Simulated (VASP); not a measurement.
# ZnSe (F-43m) in VASP: a series of runs, part 2 of 2

VASP 6.6.1. Earlier steps stand in the parts before.

**3. Relaxation of cell and atoms, PBEsol, target pressure 50 GPa, at which the enthalpy is minimised**

This run uses another cell than the first one, of 22.34 Å³/atom, 1.417 times its volume.

INCAR

```
SYSTEM = ZnSe
ALGO = Normal
EDIFF = 1E-6
EDIFFG = -0.001
ENCUT = 600
GGA = PS
IBRION = 2
ISIF = 3
ISMEAR = 0
LASPH = .True.
LCHARG = .False.
LREAL = .False.
LWAVE = .False.
NELM = 60
NSW = 80
PREC = Accurate
PSTRESS = 500.0
SIGMA = 0.01
```

KPOINTS

```
k-points
0
Gamma
  8 8 8
  0 0 0
```

POSCAR

```
ZnSe
1.0
    0.0000000000      2.8166002266      2.8166002266
    2.8166002266      0.0000000000      2.8166002266
    2.8166002266      2.8166002266      0.0000000000
Zn Se
1 1
Direct
    0.0000000000      0.0000000000      0.0000000000
    0.7500000000      0.7500000000      0.7500000000
```

Potentials or basis: VASP PAW PBE potentials, release 64 (Zn, Se).

Launch:

```console
> cat potpaw_PBE.64/Zn/POTCAR potpaw_PBE.64/Se/POTCAR > POTCAR
> mpirun -np 1 vasp_std > vasp.out
```

OUTCAR:

```text
SYSTEM = ZnSe
   EDIFF = 1E-6
   EDIFFG = -0.001
   ENCUT = 600
   GGA = PS
   IBRION = 2
   ISIF = 3
   ISMEAR = 0
   LASPH = .True.
   LREAL = .False.
   NELM = 60
   NSW = 80
   PREC = Accurate
   PSTRESS = 500.0

 ion  position               nearest neighbor table
   1  0.000  0.000  0.000-   2 2.44   2 2.44   2 2.44   2 2.44
   2  0.750  0.750  0.750-   1 2.44   1 2.44   1 2.44   1 2.44

  LATTYP: Found a face centered cubic cell.
 ALAT       =     5.6332004532

  Lattice vectors:

 A1 = (   0.0000000000,   2.8166002266,   2.8166002266)
 A2 = (   2.8166002266,   0.0000000000,   2.8166002266)
 A3 = (   2.8166002266,   2.8166002266,   0.0000000000)

Analysis of symmetry for initial positions (statically):
=====================================================================
 Subroutine PRICEL returns:
 Original cell was already a primitive cell.

 Routine SETGRP: Setting up the symmetry group for a
 face centered cubic supercell.

 Subroutine GETGRP returns: Found 24 space group operations
 (whereof 24 operations were pure point group operations)
 out of a pool of 48 trial point group operations.

The static configuration has the point symmetry T_d .

Analysis of symmetry for dynamics (positions and initial velocities):
=====================================================================
 Subroutine PRICEL returns:
 Original cell was already a primitive cell.

 Routine SETGRP: Setting up the symmetry group for a
 face centered cubic supercell.

 Subroutine GETGRP returns: Found 24 space group operations
 (whereof 24 operations were pure point group operations)
 out of a pool of 48 trial point group operations.

The dynamic configuration has the point symmetry T_d .

 Subroutine INISYM returns: Found 24 space group operations
 (whereof 24 operations are pure point group operations),
 and found     1 'primitive' translations

----------------------------------------------------------------------------------------

                                     Primitive cell

  volume of cell :      44.6895

  direct lattice vectors                    reciprocal lattice vectors
     0.000000000  2.816600227  2.816600227    -0.177518980  0.177518980  0.177518980
     2.816600227  0.000000000  2.816600227     0.177518980 -0.177518980  0.177518980
     2.816600227  2.816600227  0.000000000     0.177518980  0.177518980 -0.177518980

  length of vectors
     3.983274240  3.983274240  3.983274240     0.307471893  0.307471893  0.307471893

  position of ions in fractional coordinates (direct lattice)
     0.000000000  0.000000000  0.000000000
     0.750000000  0.750000000  0.750000000

  ion indices of the primitive-cell ions
   primitive index   ion index
                 1           1
                 2           2

----------------------------------------------------------------------------------------

 KPOINTS: k-points

Automatic generation of k-mesh.
 Grid dimensions read from file:
 generate k-points for:    8    8    8

 Generating k-lattice:

  Cartesian coordinates                     Fractional coordinates (reciprocal lattice)
    -0.022189873  0.022189873  0.022189873     0.125000000  0.000000000  0.000000000
     0.022189873 -0.022189873  0.022189873     0.000000000  0.125000000  0.000000000
     0.022189873  0.022189873 -0.022189873     0.000000000  0.000000000  0.125000000

  Length of vectors
     0.038433987  0.038433987  0.038433987

  Shift w.r.t. Gamma in fractional coordinates (k-lattice)
     0.000000000  0.000000000  0.000000000

 Subroutine IBZKPT returns following result:
 ===========================================

 Found     29 irreducible k-points:

 Following reciprocal coordinates:
            Coordinates               Weight
  0.000000  0.000000  0.000000      1.000000
  0.125000  0.000000  0.000000      8.000000
  0.250000  0.000000  0.000000      8.000000
  0.375000  0.000000  0.000000      8.000000
  0.500000  0.000000  0.000000      4.000000
  0.125000  0.125000  0.000000      6.000000
[... 16 lines left out ...]
  0.500000  0.250000  0.125000     48.000000
 -0.375000  0.250000  0.125000     24.000000
 [... further k-points ...]
   k-points           NKPTS =     29   k-points in BZ     NKDIM =     29   number of bands    NBANDS=     13
   number of dos      NEDOS =    301   number of ions     NIONS =      2
   total plane-waves  NPLWV =  32768
   dimension x,y,z NGX =    32 NGY =   32 NGZ =   32
   dimension x,y,z NGXF=    64 NGYF=   64 NGZF=   64
   ions per type =               1   1
   NGX,Y,Z   is equivalent  to a cutoff of  13.36, 13.36, 13.36 a.u.
   NGXF,Y,Z  is equivalent  to a cutoff of  26.71, 26.71, 26.71 a.u.
 SYSTEM =  ZnSe
   PREC   = accura    normal or accurate (medium, high low for compatibility)
   ISTART =      0    job   : 0-new  1-cont  2-samecut
   ICHARG =      2    charge: 1-file 2-atom 10-const
   ISPIN  =      1    spin polarized calculation?
   LNONCOLLINEAR =      F non collinear calculations
   LSORBIT =      F    spin-orbit coupling
   LASPH  =      T    aspherical Exc in radial PAW
   ENCUT  =  600.0 eV  44.10 Ry    6.64 a.u.   7.96  7.96  7.96*2*pi/ulx,y,z
   NELM   =     60;   NELMIN=  2; NELMDL= -5     # of ELM steps
   EDIFF  = 0.1E-05   stopping-criterion for ELM
   LREAL  =      F    real-space projection
   EDIFFG = -.1E-02   stopping-criterion for IOM
   NSW    =     80    number of steps for IOM
   IBRION =      2    ionic relax: 0-MD 1-quasi-New 2-CG
   NFREE  =      1    steps in history (QN), initial steepest desc. (CG)
   ISIF   =      3    stress and relaxation
   ISYM   =      2    0-nonsym 1-usesym 2-fastsym
   POTIM  = 0.5000    time-step for ionic-motion
   TEBEG  =    0.0;   TEEND  =   0.0 temperature during run
   PSTRESS=  500.0 pullay stress
   NELECT =      18.0000    total number of electrons
   NUPDOWN=      -1.0000    fix difference up-down
   EMIN   =  10.00;   EMAX   =-10.00  energy-range for DOS
   EFERMI =   0.00;   METHOD = LEGACY
   ISMEAR =     0;   SIGMA  =   0.01  broadening in eV -4-tet -1-fermi 0-gaus
   EFERMI_NEDOS =   21; number of points for ismear=-14 and -15
   IALGO  =     38    algorithm
   IMIX   =      4    mixing-type and parameters
     AMIX     =   0.40;   BMIX     =  1.00
     AMIX_MAG =   1.60;   BMIX_MAG =  1.00
  volume/ion in A,a.u.               =      22.34       150.79
  Fermi-wavevector in a.u.,A,eV,Ry     =   1.209012  2.284701 19.887758  1.461709
  Thomas-Fermi vector in A             =   2.344602
   LORBIT       =      0    0 simple, 1 ext, 2 COOP (PROOUT), +10 PAW based schemes
   GGA     = PS    functional components
   LHFCALC =     F    Hartree Fock is set to
   AEXX    =    0.0000 exact exchange contribution
   IVDW    =     0    specifies the selected vdW correction
   LEPSILON=     F    determine dielectric tensor
   LRPA    =     F    only Hartree local field effects (RPA)
 conjugate gradient relaxation of ions
 non-spin polarized calculation
 Gauss-broadening in eV      SIGMA  =   0.01
  energy-cutoff  :      600.00
  volume of cell :       44.69
 maximum number of plane-waves:      1524
   NGX = 15   NGY = 15   NGZ = 15

--------------------------------------- Ionic step        1  -------------------------------------------

 number of electron      17.9999985 magnetization

 Free energy of the ion-electron system (eV)
  ---------------------------------------------------
  ext. energy  EPLUGINS =         0.00000000
  ---------------------------------------------------
  free energy    TOTEN  =        -6.77296819 eV

  energy without entropy =       -6.77296819  energy(sigma->0) =       -6.77296819

 E-fermi :   1.7013     XC(G=0):  -9.6096

 val. band max:        1.6463758844   @ k =   0.0000   0.0000   0.0000
 cond. band min:       2.8895399830   @ k =   0.0000   0.0000   0.0000
 fundamental gap:      1.2431640986
 Fermi energy:         1.7012665495
[... 1268 lines left out ...]
      2      -3.4728      2.00000
      3      -3.3650      2.00000
      4      -3.0625      2.00000
      5      -2.8919      2.00000
      6      -2.5478      2.00000
      7      -2.2801      2.00000
      8       0.9484      2.00000
      9       2.1692      2.00000
     10       9.4813      0.00000
     11       9.5842      0.00000
     12      12.6729      0.00000
     13      14.0530      0.00000

 [... further k-points ...]

[... ionic steps 4 to 25 ...]

--------------------------------------- Ionic step       26  -------------------------------------------

 number of electron      18.0000005 magnetization

------------------------ aborting loop because EDIFF is reached ----------------------------------------
[... 71 lines left out ...]
--------------------------------------- Ionic step       28  -------------------------------------------

 number of electron      18.0000005 magnetization

 Free energy of the ion-electron system (eV)
  ---------------------------------------------------
  ext. energy  EPLUGINS =         0.00000000
  ---------------------------------------------------
  free energy    TOTEN  =        -5.28042484 eV

  energy without entropy =       -5.28042484  energy(sigma->0) =       -5.28042484

 E-fermi :   5.4556     XC(G=0): -11.2747

 val. band max:        5.3777036584   @ k =   0.0000   0.0000   0.0000
 cond. band min:       7.1477441181   @ k =   0.5000   0.5000   0.0000
 fundamental gap:      1.7700404596
 Fermi energy:         5.4555894462
[... 417 lines left out ...]
  energy  without entropy=       -5.2804248384  energy(sigma->0) =       -5.28042484

  enthalpy is  TOTEN    =         4.6034316861 eV   P V=        9.8838565245

 reached required accuracy - stopping structural energy minimisation
```

OSZICAR:

```text
N       E                     dE             d eps       ncg     rms          rms(c)
DAV:   1     0.925676880804E+02    0.92568E+02   -0.99640E+03   754   0.179E+03
DAV:   2    -0.699288875807E+00   -0.93267E+02   -0.89274E+02   799   0.297E+02
DAV:   3    -0.700761981208E+01   -0.63083E+01   -0.62699E+01   904   0.749E+01
[... 172 lines left out ...]
DAV:   1    -0.528030290834E+01   -0.40646E-04   -0.39179E-08   377   0.557E-03    0.438E-04
DAV:   2    -0.528030290370E+01    0.46414E-08   -0.10501E-08   377   0.402E-03
  27 F= 0.46034317E+01 E0= 0.46034317E+01  d E =-.153985E-07
       N       E                     dE             d eps       ncg     rms          rms(c)
DAV:   1    -0.528042486810E+01   -0.12196E-03   -0.33770E-07   377   0.164E-02    0.126E-03
DAV:   2    -0.528042483835E+01    0.29750E-07   -0.91828E-08   377   0.118E-02
  28 F= 0.46034317E+01 E0= 0.46034317E+01  d E =-.642620E-07
```

CONTCAR:

```text
ZnSe
   1.00000000000000
     0.0000000000000000    2.5111867139897877    2.5111867139897868
     2.5111867139897868    0.0000000000000000    2.5111867139897868
     2.5111867139897868    2.5111867139897877   -0.0000000000000000
  Zn              Se
     1     1
Direct
     0.0000000000000000    0.0000000000000000    0.0000000000000000
     0.7500000000000000    0.7500000000000000    0.7500000000000000

  0.00000000E+00  0.00000000E+00  0.00000000E+00
  0.00000000E+00  0.00000000E+00  0.00000000E+00
```

It used 270 s of CPU time on 1 thread of AMD EPYC 7R13 Processor (Zen 3) (shared host).

What came out:

- Free energy: -5.2804 eV
- Relaxed volume: 15.84 Å³/atom
- Relaxed cell: a = 3.551 Å, b = 3.551 Å, c = 3.551 Å, α = 60.00°, β = 60.00°, γ = 60.00°
- Space group after relaxing (to 0.05 Å): F-43m (No. 216)
- Energy change on relaxing (the enthalpy is what falls): +746.3 meV/atom
- Ionic steps: 28
- Pressure after relaxing: 50.0 GPa
- Band gap on the k mesh: 1.77 eV, indirect (least direct gap 2.79 eV)

The path:
| step | energy change (eV) | largest force (eV/Å) | pressure (GPa) | volume (Å³) |
| --- | --- | --- | --- | --- |
| 1 | 0.0000 | 0.0000 | 0.25 | 44.69 |
| 2 | 40.9137 | 0.0000 | 1256.93 | 13.16 |
| 3 | 0.6964 | 0.0000 | 28.55 | 34.99 |
| 4 | 0.9564 | 0.0000 | 35.85 | 33.69 |
| 5 | 1.5255 | 0.0000 | 50.87 | 31.57 |
| 6 | 1.4528 | 0.0000 | 48.97 | 31.80 |
| 7 | 1.4547 | 0.0000 | 49.04 | 31.79 |
| 8 | 1.4601 | 0.0000 | 49.19 | 31.78 |
| 9 | 1.4602 | 0.0000 | 49.18 | 31.78 |
| 10 | 1.4603 | 0.0000 | 49.19 | 31.78 |
| 11 | 1.4607 | 0.0000 | 49.21 | 31.77 |
| 12 | 1.4613 | 0.0000 | 49.26 | 31.77 |
| 13 | 1.4626 | 0.0000 | 49.24 | 31.77 |
| 14 | 1.4652 | 0.0000 | 49.35 | 31.76 |
| 15 | 1.4704 | 0.0000 | 49.45 | 31.74 |
| 16 | 1.4809 | 0.0000 | 49.78 | 31.71 |
| 17 | 1.5021 | 0.0000 | 50.24 | 31.64 |
| 18 | 1.4912 | 0.0000 | 49.92 | 31.68 |
| 19 | 1.4952 | 0.0000 | 50.13 | 31.66 |
| 20 | 1.4927 | 0.0000 | 49.98 | 31.67 |
| 21 | 1.4934 | 0.0000 | 50.08 | 31.67 |
| 22 | 1.4927 | 0.0000 | 49.98 | 31.67 |
| 23 | 1.4928 | 0.0000 | 50.03 | 31.67 |
| 24 | 1.4928 | 0.0000 | 50.02 | 31.67 |
| 25 | 1.4927 | 0.0000 | 50.02 | 31.67 |
| 26 | 1.4927 | 0.0000 | 50.02 | 31.67 |
| 27 | 1.4927 | 0.0000 | 50.02 | 31.67 |
| 28 | 1.4925 | 0.0000 | 50.01 | 31.67 |

Final structure:
```
Zn Se
1.0
     0.00000    2.51119    2.51119
     2.51119    0.00000    2.51119
     2.51119    2.51119    0.00000
Zn Se
1 1
Direct
  0.00000 0.00000 0.00000
  0.75000 0.75000 0.75000
```

Caveat: the cell is relaxed towards a set pressure, so the enthalpy falls and the energy may rise; the volume moved by over 15 % at a fixed basis, so the end points are rough; the PAW data sets were made with another functional, which shifts forces and pressure a little. A k mesh can miss the band edges.

**4. Single point, PBEsol (strained)**

INCAR

```
SYSTEM = ZnSe
PREC = Accurate ; ENCUT = 520
EDIFF = 1E-7 ; ISMEAR = 0
SIGMA = 0.02 ; LREAL = .False.
LASPH = .True. ; NELM = 60
ALGO = Normal ; ISIF = 2
LWAVE = .False. ; LCHARG = .False.
GGA = PS ; NBANDS = 16
```

KPOINTS

```
regular mesh
0
Gamma
  8 8 8
  0 0 0
```

POSCAR

```
ZnSe
1.0
    0.0000000000      2.7470573820      2.7470573820
    2.7470573820      0.0000000000      2.7470573820
    2.7470573820      2.7470573820      0.0000000000
Zn Se
1 1
Direct
    0.0000000000      0.0000000000      0.0000000000
    0.7500000000      0.7500000000      0.7500000000
```

Launch:

```console
> cat potpaw_PBE.64/Zn/POTCAR potpaw_PBE.64/Se/POTCAR > POTCAR
> mpirun -np 1 vasp_std > vasp.out
```

It took 31 s on 1 thread of Intel Xeon 8259CL, shared host; peak memory 0.18 GiB.

Results (log left out):

```yaml
Free_energy: -6.7120 eV
Pressure: 6.2 GPa
Band_gap_on_the_k_mesh: 1.55 eV, direct
```

Levels at points of the mesh, in eV from the valence-band top:
| k point | band 6 | band 7 | band 8 | band 9 | band 10 | band 11 | band 12 | band 13 |
| --- | --- | --- | --- | --- | --- | --- | --- | --- |
| (0.00, 0.00, 0.00) | -6.49 | 0.00 | 0.00 | 0.00 | 1.55 | 5.68 | 5.68 | 5.68 |
| (0.50, 0.00, 0.00) | -6.30 | -5.92 | -1.02 | -1.02 | 2.60 | 6.27 | 6.27 | 8.61 |
| (0.50, 0.50, 0.00) | -6.28 | -5.21 | -2.57 | -2.57 | 2.61 | 3.33 | 11.34 | 11.82 |

Caveat: the cell differs from its parent crystal (strained); the PAW data sets were made with another functional, which shifts forces and pressure a little.

**5. Overview**

| task | cell | cutoff (eV) | smearing | gap on the mesh (eV) | pressure (GPa) |
| --- | --- | --- | --- | --- | --- |
| single point | a = 3.547 Å, angles 60.0°, 2 atoms | 520 | gaussian 0.01 eV | 1.76 | 51.0 |
| relaxation of cell and atoms | relaxed to 50 GPa from a = 3.983 Å, angles 60.0°, 2 atoms | 600 | gaussian 0.01 eV | 1.77 | 50.0 |
| single point | a = 3.885 Å, angles 60.0°, 2 atoms | 520 | gaussian 0.02 eV | 1.55 | 6.2 |

Alike in all rows: level PBEsol; potentials or basis VASP PAW PBE potentials, release 64 (Zn, Se); no spin polarisation; k mesh 8 × 8 × 8.

Caveats: the PAW data sets were made with another functional, which shifts forces and pressure a little; the cell is relaxed towards a set pressure, so the enthalpy falls and the energy may rise (some runs); the volume moved by over 15 % at a fixed basis, so the end points are rough (some runs).

Absolute energies hang on the potentials; compare differences alone.
